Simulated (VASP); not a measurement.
## PtSe2: single point with PBE

The system is PtSe2.

```
Pt Se
1.0
     1.86200   -3.22508    0.00000
     0.00000    0.00000   -5.06200
    10.91219    6.30016    0.00000
Pt Se
4 8
Direct
  0.00000 0.00000 0.89583
  0.50000 0.00000 0.12798
  0.00000 0.00000 0.38393
  0.50000 0.00000 0.63988
  0.50000 0.75000 0.98115
  0.00000 0.75000 0.21329
  0.50000 0.75000 0.46925
  0.00000 0.75000 0.72520
  0.00000 0.25000 0.04266
  0.50000 0.25000 0.29861
  0.00000 0.25000 0.55456
  0.50000 0.25000 0.81052
```

This cell differs from its parent crystal: the distance across one plane changed.

| Property | Result |
| --- | --- |
| Program | VASP 6.6.1 |
| Task | single point |
| Functional | PBE |
| Potentials or basis | VASP PAW PBE potentials, release 64 (Pt, Se) |
| Cutoff | 520 eV |
| k mesh | 13 × 9 × 4 |
| Occupations | gaussian, width 0.15 eV |
| Spin | no spin polarisation |
| Dipole correction | no |
| Further INCAR settings | ALGO = Normal; EDIFF = 1e-07; NBANDS = 56 |

```yaml
Pressure: 13.0 GPa
Largest_force: 3.883 eV/Å
Band_gap_on_the_k_mesh: zero (bands 44 and 45 overlap by 0.35 eV)
```

Forces on the atoms (eV/Å):
```
Pt  -2.903 -1.676  1.911
Pt   2.903  1.676 -1.911
Pt   0.026  0.015  0.061
Pt  -0.026 -0.015 -0.061
Se  -2.653 -1.532  2.386
Se   0.319  0.184  0.730
Se   0.052  0.030  0.519
Se  -0.162 -0.094  0.825
Se   2.653  1.532 -2.386
Se   0.162  0.094 -0.825
Se  -0.052 -0.030 -0.519
Se  -0.319 -0.184 -0.730
```

Stress tensor (GPa, compression positive):
```
16.32  3.51 -4.34
 3.51 12.27 -2.51
-4.34 -2.51 10.40
```

Levels at points of the mesh, in eV from the Fermi level:
| k point | band 42 | band 43 | band 44 | band 45 | band 46 | band 47 |
| --- | --- | --- | --- | --- | --- | --- |
| (0.00, 0.00, 0.00) | -1.01 | -0.97 | 0.31 | 0.80 | 1.28 | 1.42 |
| (0.00, 0.00, 0.50) | -1.12 | -0.10 | -0.03 | 0.88 | 0.99 | 1.33 |

It took 9.3 min on 4 MPI ranks on Intel(R) Xeon(R) Platinum 8259CL CPU @ 2.50GHz (Skylake/Cascade Lake), on a shared host, peak memory 1.3 GiB a rank.

Caveat: the cell differs from its parent crystal (the distance across one plane changed); the stress differs along the axes, from 10 to 16 GPa; spin-orbit coupling is left out, which moves the levels of the heavy elements; forces of over 1 eV/Å act on the atoms, so gaps and moduli don't describe the material at rest.
